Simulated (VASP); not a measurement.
Eu: single point with r2SCAN

The system is Eu.

```xyz
1
Lattice="-2.2275 2.2275 2.2275 2.2275 -2.2275 2.2275 2.2275 2.2275 -2.2275" Properties=species:S:1:pos:R:3 pbc="T T T"
Eu    0.0000    0.0000    0.0000
```

- Program: VASP 6.6.1
- Task: single point
- Functional: r2SCAN
- Potentials or basis: VASP PAW PBE potentials, release 64 (Eu)
- Cutoff: 520 eV
- k mesh: 13 × 13 × 13
- Occupations: fermi-dirac, width 0.05 eV
- Spin: collinear spin, ferromagnetic start
- Starting moments: [7.31] μB

The pressure is -0.5 GPa. The net moment is 7.84 μB per cell and the site moments are Eu +6.72 μB. The valence electrons inside the program's atomic spheres are Eu 14.79.

Levels at points of the mesh, in eV from the Fermi level:
Spin up:
```tsv
k point	band 9	band 10	band 11	band 12	band 13	band 14	band 15	band 16
(0.00, 0.00, 0.00)	-0.53	-0.53	-0.53	-0.51	1.96	1.96	1.96	3.48
```
Spin down:
| k point | band 3 | band 4 | band 5 | band 6 | band 7 | band 8 |
| --- | --- | --- | --- | --- | --- | --- |
| (0.00, 0.00, 0.00) | -18.44 | -18.44 | -3.10 | 3.23 | 3.23 | 3.23 |

Run time: 6.4 min on 1 thread of AMD EPYC 9R45 96-Core Processor (Zen 5), on a shared host, peak memory 0.25 GiB.

Caveat: the PAW data sets were made with another functional, which shifts forces and pressure a little; spin-orbit coupling is left out, which moves the levels of the heavy elements; semilocal functionals describe open f shells poorly, which spoils levels, moments and volumes. The state reached can hang on the start; a lower one may exist.
